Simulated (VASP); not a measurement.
A run of VASP 6.6.1 is set up as follows.

The input INCAR:

```
PREC = Accurate
ENCUT = 520
EDIFF = 1E-6
ISMEAR = 0
SIGMA = 0.05
LREAL = F
LASPH = T
NELM = 80
ALGO = Normal
ISIF = 2
LWAVE = F
LCHARG = F
GGA = PE
NBANDS = 14
```

File KPOINTS:

```
Automatic mesh
0
Gamma
  14 14 14
```

Contents of POSCAR:

```
CoO
1.0
    0.0000000000      2.0778836373      2.0778836373
    2.0778836373      0.0000000000      2.0778836373
    2.0778836373      2.0778836373      0.0000000000
Co O
1 1
Direct
    0.0000000000      0.0000000000      0.0000000000
    0.5000000000      0.5000000000      0.5000000000
```

Potentials or basis: VASP PAW PBE potentials, release 64 (Co, O).

The run is started by

```bash
$ cat potpaw_PBE.64/Co/POTCAR potpaw_PBE.64/O/POTCAR > POTCAR
$ mpirun -np 1 vasp_std > vasp.out
```

Predict the pressure.

-7.9 GPa.

Caveat: an odd number of electrons without spin polarisation forces a metal; a magnetic or distorted state may lie lower; the run has no spin polarisation, though such a crystal can be magnetic; semilocal functionals often make such compounds metallic where correlation or magnetic order opens a gap, which also shifts bond lengths. Spin polarisation is off, so any magnetic state and its effect on volume and gap are missing.
